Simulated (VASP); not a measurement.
# Ir (Fm-3m) in VASP: a series of runs, part 2 of 2

VASP 6.6.1. Earlier steps stand in the parts before.

**5. Single point, r2SCAN (14.63 Å³/atom)**

This run uses another cell than the first one, of 14.63 Å³/atom.

The input, POSCAR:

```
Ir
1.0
    0.0000000000      1.9411115112      1.9411115112
    1.9411115112      0.0000000000      1.9411115112
    1.9411115112      1.9411115112      0.0000000000
Ir
1
Direct
    0.0000000000      0.0000000000      0.0000000000
```

The input, INCAR.step1:

```
  PREC = Accurate
  ENCUT = 520
  ISMEAR = 0
  SIGMA = 0.1
  LREAL = F
  LASPH = T
  NELM = 100
  NBANDS = 10
  GGA = PE
  ALGO = Normal
  EDIFF = 1E-4
  LWAVE = T
  LCHARG = F
```

The input, INCAR.step2:

```
  PREC = Accurate
  ENCUT = 520
  EDIFF = 1E-7
  ISMEAR = 0
  SIGMA = 0.1
  LREAL = F
  LASPH = T
  NELM = 100
  ALGO = Normal
  ISIF = 2
  LWAVE = F
  LCHARG = F
  METAGGA = R2SCAN
  LMIXTAU = T
  NBANDS = 10
  ISTART = 1
```

The input, KPOINTS:

```
regular mesh
0
Gamma
  18 18 18
```

Potentials or basis: VASP PAW PBE potentials, release 64 (Ir).

Command:

```sh
$ cat potpaw_PBE.64/Ir/POTCAR > POTCAR
$ cp INCAR.step1 INCAR
$ mpirun -np 1 vasp_std > vasp.out
$ cp INCAR.step2 INCAR
$ mpirun -np 1 vasp_std > vasp.out
```

OUTCAR:

```text
PREC = Accurate
   ENCUT = 520
   EDIFF = 1E-7
   ISMEAR = 0
   LREAL = F
   LASPH = T
   NELM = 100
   ISIF = 2
   METAGGA = R2SCAN
   ISTART = 1

 ion  position               nearest neighbor table
   1  0.000  0.000  0.000-

  LATTYP: Found a face centered cubic cell.
 ALAT       =     3.8822230224

  Lattice vectors:

 A1 = (   0.0000000000,   1.9411115112,   1.9411115112)
 A2 = (   1.9411115112,   0.0000000000,   1.9411115112)
 A3 = (   1.9411115112,   1.9411115112,   0.0000000000)

Analysis of symmetry for initial positions (statically):
=====================================================================
 Subroutine PRICEL returns:
 Original cell was already a primitive cell.

 Routine SETGRP: Setting up the symmetry group for a
 face centered cubic supercell.

 Subroutine GETGRP returns: Found 48 space group operations
 (whereof 48 operations were pure point group operations)
 out of a pool of 48 trial point group operations.

The static configuration has the point symmetry O_h .

Analysis of symmetry for dynamics (positions and initial velocities):
=====================================================================
 Subroutine PRICEL returns:
 Original cell was already a primitive cell.

 Routine SETGRP: Setting up the symmetry group for a
 face centered cubic supercell.

 Subroutine GETGRP returns: Found 48 space group operations
 (whereof 48 operations were pure point group operations)
 out of a pool of 48 trial point group operations.

The dynamic configuration has the point symmetry O_h .

 Subroutine INISYM returns: Found 48 space group operations
 (whereof 48 operations are pure point group operations),
 and found     1 'primitive' translations

----------------------------------------------------------------------------------------

                                     Primitive cell

  volume of cell :      14.6279

  direct lattice vectors                    reciprocal lattice vectors
     0.000000000  1.941111511  1.941111511    -0.257584377  0.257584377  0.257584377
     1.941111511  0.000000000  1.941111511     0.257584377 -0.257584377  0.257584377
     1.941111511  1.941111511  0.000000000     0.257584377  0.257584377 -0.257584377

  length of vectors
     2.745146225  2.745146225  2.745146225     0.446149229  0.446149229  0.446149229

  position of ions in fractional coordinates (direct lattice)
     0.000000000  0.000000000  0.000000000

  ion indices of the primitive-cell ions
   primitive index   ion index
                 1           1

----------------------------------------------------------------------------------------

 KPOINTS: regular mesh

Automatic generation of k-mesh.
 Grid dimensions read from file:
 generate k-points for:   18   18   18

 Generating k-lattice:

  Cartesian coordinates                     Fractional coordinates (reciprocal lattice)
    -0.014310243  0.014310243  0.014310243     0.055555556  0.000000000  0.000000000
     0.014310243 -0.014310243  0.014310243     0.000000000  0.055555556  0.000000000
     0.014310243  0.014310243 -0.014310243     0.000000000  0.000000000  0.055555556

  Length of vectors
     0.024786068  0.024786068  0.024786068

  Shift w.r.t. Gamma in fractional coordinates (k-lattice)
     0.000000000  0.000000000  0.000000000

 Subroutine IBZKPT returns following result:
 ===========================================

 Found    195 irreducible k-points:

 Following reciprocal coordinates:
            Coordinates               Weight
  0.000000  0.000000  0.000000      1.000000
  0.055556  0.000000  0.000000      8.000000
  0.111111  0.000000  0.000000      8.000000
  0.166667  0.000000  0.000000      8.000000
  0.222222  0.000000  0.000000      8.000000
  0.277778  0.000000  0.000000      8.000000
[... 16 lines left out ...]
 -0.277778  0.055556  0.000000     24.000000
 -0.222222  0.055556  0.000000     24.000000
 [... further k-points ...]
   k-points           NKPTS =    195   k-points in BZ     NKDIM =    195   number of bands    NBANDS=     10
   number of dos      NEDOS =    301   number of ions     NIONS =      1
   total plane-waves  NPLWV =   8000
   dimension x,y,z NGX =    20 NGY =   20 NGZ =   20
   dimension x,y,z NGXF=    40 NGYF=   40 NGZF=   40
   ions per type =               1
   NGX,Y,Z   is equivalent  to a cutoff of  12.11, 12.11, 12.11 a.u.
   NGXF,Y,Z  is equivalent  to a cutoff of  24.22, 24.22, 24.22 a.u.
 SYSTEM =  unknown system
   PREC   = accura    normal or accurate (medium, high low for compatibility)
   ISTART =      1    job   : 0-new  1-cont  2-samecut
   ICHARG =      0    charge: 1-file 2-atom 10-const
   ISPIN  =      1    spin polarized calculation?
   LNONCOLLINEAR =      F non collinear calculations
   LSORBIT =      F    spin-orbit coupling
   LASPH  =      T    aspherical Exc in radial PAW
   ENCUT  =  520.0 eV  38.22 Ry    6.18 a.u.   5.10  5.10  5.10*2*pi/ulx,y,z
   NELM   =    100;   NELMIN=  2; NELMDL=  0     # of ELM steps
   EDIFF  = 0.1E-06   stopping-criterion for ELM
   LREAL  =      F    real-space projection
   EDIFFG = 0.1E-05   stopping-criterion for IOM
   NSW    =      0    number of steps for IOM
   IBRION =     -1    ionic relax: 0-MD 1-quasi-New 2-CG
   NFREE  =      0    steps in history (QN), initial steepest desc. (CG)
   ISIF   =      2    stress and relaxation
   ISYM   =      2    0-nonsym 1-usesym 2-fastsym
   POTIM  = 0.5000    time-step for ionic-motion
   TEBEG  =    0.0;   TEEND  =   0.0 temperature during run
   PSTRESS=    0.0 pullay stress
   NELECT =       9.0000    total number of electrons
   NUPDOWN=      -1.0000    fix difference up-down
   EMIN   =  10.00;   EMAX   =-10.00  energy-range for DOS
   EFERMI =   0.00;   METHOD = LEGACY
   ISMEAR =     0;   SIGMA  =   0.10  broadening in eV -4-tet -1-fermi 0-gaus
   EFERMI_NEDOS =   21; number of points for ismear=-14 and -15
   IALGO  =     38    algorithm
   IMIX   =      4    mixing-type and parameters
     AMIX     =   0.40;   BMIX     =  1.00
     AMIX_MAG =   1.60;   BMIX_MAG =  1.00
  volume/ion in A,a.u.               =      14.63        98.71
  Fermi-wavevector in a.u.,A,eV,Ry     =   1.392393  2.631241 26.378410  1.938758
  Thomas-Fermi vector in A             =   2.516140
   LORBIT       =      0    0 simple, 1 ext, 2 COOP (PROOUT), +10 PAW based schemes
   METAGGA = R2SCAN    functional components
   LHFCALC =     F    Hartree Fock is set to
   AEXX    =    0.0000 exact exchange contribution
   IVDW    =     0    specifies the selected vdW correction
   LEPSILON=     F    determine dielectric tensor
   LRPA    =     F    only Hartree local field effects (RPA)
 non-spin polarized calculation
 Gauss-broadening in eV      SIGMA  =   0.10
  energy-cutoff  :      520.00
  volume of cell :       14.63
 maximum number of plane-waves:       411
   NGX = 11   NGY = 11   NGZ = 11

 number of electron       9.0000000 magnetization

 Free energy of the ion-electron system (eV)
  ---------------------------------------------------
  ext. energy  EPLUGINS =         0.00000000
  ---------------------------------------------------
  free energy    TOTEN  =       -52.36173568 eV

  energy without entropy =      -52.35643099  energy(sigma->0) =      -52.35908334

 E-fermi :   9.6441     XC(G=0): -15.0972

 val. band max:        9.6313481978   @ k =   0.3333   0.1111   0.0556
 cond. band min:       9.6495556541   @ k =   0.5000   0.2222   0.1111
 fundamental gap:      0.0182074563
 Fermi energy:         9.6440532067

 k-point     1 :       0.0000    0.0000    0.0000
  band No.  band energies     occupation
      1      -1.5570      2.00000
      2       5.8053      2.00000
      3       5.8053      2.00000
      4       5.8053      2.00000
      5       8.3709      2.00000
      6       8.3709      2.00000
      7      24.7727      0.00000
      8      30.4307      0.00000
      9      30.4307      0.00000
     10      30.4307      0.00000

 k-point     2 :       0.0556    0.0000    0.0000
  band No.  band energies     occupation
      1      -1.4181      2.00000
      2       5.7319      2.00000
      3       5.8651      2.00000
      4       5.8651      2.00000
      5       8.3337      2.00000
      6       8.3337      2.00000
      7      25.0059      0.00000
      8      29.6991      0.00000
      9      30.6510      0.00000
     10      30.6510      0.00000
[... 274 lines left out ...]
 k-point    24 :      -0.2222    0.0556    0.0000
  band No.  band energies     occupation
      1       0.6906      2.00000
      2       5.1369      2.00000
      3       6.2379      2.00000
      4       6.3301      2.00000
      5       8.1255      2.00000
      6       8.9681      2.00000
      7      24.4427      0.00000
      8      27.2043      0.00000
      9      32.3292      0.00000
     10      33.7438      0.00000

 [... further k-points ...]
[... 5 lines left out ...]
  --------------------------------------------------------------------------------------
  -------------------------------------------------------------------------------------
  Total       -0.7508411     -0.7508411     -0.7508411      0.0000000      0.0000000      0.0000000
  in kB      -82.2388715    -82.2388715    -82.2388715      0.0000000      0.0000000      0.0000000
  external PRESSURE =     -82.2388715 kB  Pullay stress =       0.0000000 kB

 VOLUME and BASIS-vectors are now :
 -----------------------------------------------------------------------------
  energy-cutoff  :      520.00
  volume of cell :       14.63
      direct lattice vectors                 reciprocal lattice vectors
     0.000000000  1.941111511  1.941111511    -0.257584377  0.257584377  0.257584377
     1.941111511  0.000000000  1.941111511     0.257584377 -0.257584377  0.257584377
     1.941111511  1.941111511  0.000000000     0.257584377  0.257584377 -0.257584377

 POSITION                                       TOTAL-FORCE (eV/Angst)
 -----------------------------------------------------------------------------------
      0.00000      0.00000      0.00000         0.000000     -0.000000     -0.000000
 -----------------------------------------------------------------------------------
    total drift:                                0.000000      0.000000     -0.000000

  FREE ENERGIE OF THE ION-ELECTRON SYSTEM (eV)
  ---------------------------------------------------
  free  energy   TOTEN  =       -52.3617356839 eV

  energy  without entropy=      -52.3564309932  energy(sigma->0) =      -52.35908334
```

OUTCAR.step1:

```text
PREC = Accurate
   ENCUT = 520
   ISMEAR = 0
   LREAL = F
   LASPH = T
[... 527 lines left out ...]

 POSITION                                       TOTAL-FORCE (eV/Angst)
 -----------------------------------------------------------------------------------
      0.00000      0.00000      0.00000        -0.000000     -0.000000      0.000000
 -----------------------------------------------------------------------------------
    total drift:                                0.000000      0.000000     -0.000000

  FREE ENERGIE OF THE ION-ELECTRON SYSTEM (eV)
  ---------------------------------------------------
  free  energy   TOTEN  =        -8.8529459469 eV

  energy  without entropy=       -8.8474876132  energy(sigma->0) =       -8.85021678
```

Wall time 82 s (1 thread of Intel Xeon Platinum 8259CL at 2.50GHz (Skylake/Cascade Lake), shared host); peak memory 0.15 GiB.

What came out:

```
Free energy            : -52.3617 eV
Pressure               : -8.2 GPa
Band gap on the k mesh : zero (an odd number of electrons rules out a gap without spin polarisation)
```

Levels at points of the mesh, in eV from the Fermi level:
| k point | band 2 | band 3 | band 4 | band 5 | band 6 | band 7 |
| --- | --- | --- | --- | --- | --- | --- |
| (0.00, 0.00, 0.00) | -3.84 | -3.84 | -3.84 | -1.27 | -1.27 | 15.13 |
| (0.50, 0.00, 0.00) | -3.98 | -3.98 | -0.65 | 0.84 | 0.84 | 7.28 |
| (0.50, 0.50, 0.00) | -7.29 | 0.74 | 1.44 | 1.44 | 1.74 | 10.57 |

Caveat: the cell stands under tension; the PAW data sets were made with another functional, which shifts forces and pressure a little; spin-orbit coupling is left out, which moves the levels of the heavy elements.

**6. Single point, r2SCAN (15.05 Å³/atom)**

This run uses another cell than the first one, of 15.05 Å³/atom.

The input, POSCAR:

```
Ir
1.0
    0.0000000000      1.9597771901      1.9597771901
    1.9597771901      0.0000000000      1.9597771901
    1.9597771901      1.9597771901      0.0000000000
Ir
1
Direct
    0.0000000000      0.0000000000      0.0000000000
```

The input, INCAR.step1:

```
ALGO = Normal
EDIFF = 1E-4
ENCUT = 520
GGA = PE
ISMEAR = 0
LASPH = T
LCHARG = F
LREAL = F
LWAVE = T
NBANDS = 10
NELM = 60
PREC = Accurate
SIGMA = 0.1
```

The input, INCAR.step2:

```
ALGO = Normal
EDIFF = 1E-7
ENCUT = 520
ISIF = 2
ISMEAR = 0
ISTART = 1
LASPH = T
LCHARG = T
LELF = T
LMIXTAU = T
LREAL = F
LVHAR = T
LWAVE = F
METAGGA = R2SCAN
NBANDS = 10
NELM = 60
PREC = Accurate
SIGMA = 0.1
```

The input, KPOINTS:

```
k-points
0
Gamma
  18 18 18
```

Potentials or basis: VASP PAW PBE potentials, release 64 (Ir).

Command:

```sh
$ cat potpaw_PBE.64/Ir/POTCAR > POTCAR
$ cp INCAR.step1 INCAR
$ mpirun -np 1 vasp_std > vasp.out
$ cp INCAR.step2 INCAR
$ mpirun -np 1 vasp_std > vasp.out
```

OUTCAR:

```text
EDIFF = 1E-7
   ENCUT = 520
   ISIF = 2
   ISMEAR = 0
   ISTART = 1
   LASPH = T
   LREAL = F
   METAGGA = R2SCAN
   NELM = 60
   PREC = Accurate

 ion  position               nearest neighbor table
   1  0.000  0.000  0.000-

  LATTYP: Found a face centered cubic cell.
 ALAT       =     3.9195543802

  Lattice vectors:

 A1 = (   0.0000000000,   1.9597771901,   1.9597771901)
 A2 = (   1.9597771901,   0.0000000000,   1.9597771901)
 A3 = (   1.9597771901,   1.9597771901,   0.0000000000)

[... 482 lines left out ...]
      2       4.8514      2.00000
      3       5.9094      2.00000
      4       5.9980      2.00000
      5       7.7140      2.00000
      6       8.5155      2.00000
      7      23.7977      0.00000
      8      26.5950      0.00000
      9      31.5040      0.00000
     10      32.9674      0.00000

 [... further k-points ...]
[... 5 lines left out ...]
  --------------------------------------------------------------------------------------
  -------------------------------------------------------------------------------------
  Total       -1.6090869     -1.6090869     -1.6090869      0.0000000      0.0000000      0.0000000
  in kB     -171.2537143   -171.2537143   -171.2537143      0.0000000      0.0000000      0.0000000
  external PRESSURE =    -171.2537143 kB  Pullay stress =       0.0000000 kB

 VOLUME and BASIS-vectors are now :
 -----------------------------------------------------------------------------
  energy-cutoff  :      520.00
  volume of cell :       15.05
      direct lattice vectors                 reciprocal lattice vectors
     0.000000000  1.959777190  1.959777190    -0.255131044  0.255131044  0.255131044
     1.959777190  0.000000000  1.959777190     0.255131044 -0.255131044  0.255131044
     1.959777190  1.959777190  0.000000000     0.255131044  0.255131044 -0.255131044

 POSITION                                       TOTAL-FORCE (eV/Angst)
 -----------------------------------------------------------------------------------
      0.00000      0.00000      0.00000         0.000000      0.000000      0.000000
 -----------------------------------------------------------------------------------
    total drift:                               -0.000000      0.000000     -0.000000

  FREE ENERGIE OF THE ION-ELECTRON SYSTEM (eV)
  ---------------------------------------------------
  free  energy   TOTEN  =       -52.3277599600 eV

  energy  without entropy=      -52.3221210887  energy(sigma->0) =      -52.32494052
```

OSZICAR.step1:

```text
N       E                     dE             d eps       ncg     rms          rms(c)
DAV:   1     0.466867885150E+02    0.46687E+02   -0.43514E+03  3956   0.815E+02
DAV:   2    -0.848815210683E+01   -0.55175E+02   -0.52022E+02  3970   0.191E+02
DAV:   3    -0.940798320529E+01   -0.91983E+00   -0.91659E+00  4618   0.302E+01
DAV:   4    -0.941620696192E+01   -0.82238E-02   -0.82219E-02  4366   0.262E+00
DAV:   5    -0.941637657464E+01   -0.16961E-03   -0.16961E-03  4378   0.365E-01    0.129E+01
DAV:   6    -0.891668906443E+01    0.49969E+00   -0.97806E-01  4352   0.119E+01    0.503E+00
DAV:   7    -0.883962122230E+01    0.77068E-01   -0.25496E-01  4610   0.556E+00    0.150E+00
DAV:   8    -0.883620402041E+01    0.34172E-02   -0.21391E-03  4224   0.486E-01    0.918E-01
DAV:   9    -0.883398122378E+01    0.22228E-02   -0.14245E-03  4456   0.513E-01    0.136E-02
DAV:  10    -0.883398806594E+01   -0.68422E-05   -0.67964E-06  2104   0.239E-02
   1 F= -.88339881E+01 E0= -.88310994E+01  d E =-.577732E-02
```

It took 86 s on 1 thread of Intel Xeon Platinum 8259CL at 2.50GHz (Skylake/Cascade Lake), shared host; peak memory 0.17 GiB.

What came out:

| Item | Value |
| --- | --- |
| Free energy | -52.3278 eV |
| Pressure | -17.1 GPa |
| Band gap on the k mesh | zero (an odd number of electrons rules out a gap without spin polarisation) |

Levels at points of the mesh, in eV from the Fermi level:
```tsv
k point	band 2	band 3	band 4	band 5	band 6	band 7
(0.00, 0.00, 0.00)	-3.67	-3.67	-3.67	-1.22	-1.22	15.18
(0.50, 0.00, 0.00)	-3.80	-3.80	-0.56	0.79	0.79	6.99
(0.50, 0.50, 0.00)	-6.98	0.70	1.37	1.37	1.76	10.19
```

Caveat: the cell stands under tension; the PAW data sets were made with another functional, which shifts forces and pressure a little; spin-orbit coupling is left out, which moves the levels of the heavy elements.

**7. The runs side by side**

| cell | gap on the mesh (eV) | pressure (GPa) |
| --- | --- | --- |
| a = 2.663 Å, angles 60.0°, 1 atom | none | 30.8 |
| a = 2.691 Å, angles 60.0°, 1 atom | none | 15.4 |
| a = 2.718 Å, angles 60.0°, 1 atom | none | 2.5 |
| a = 2.745 Å, angles 60.0°, 1 atom | none | -8.2 |
| a = 2.772 Å, angles 60.0°, 1 atom | none | -17.1 |

Alike in all rows: task single point; level r2SCAN; potentials or basis VASP PAW PBE potentials, release 64 (Ir); no spin polarisation; k mesh 18 × 18 × 18; cutoff (eV) 520; smearing gaussian 0.1 eV.

Caveats: the PAW data sets were made with another functional, which shifts forces and pressure a little; spin-orbit coupling is left out, which moves the levels of the heavy elements; the cell stands under pressure (at least some runs); the cell stands under tension (at least some runs).

Total energies depend on the potentials used, so only differences within one code and one set of settings carry meaning.
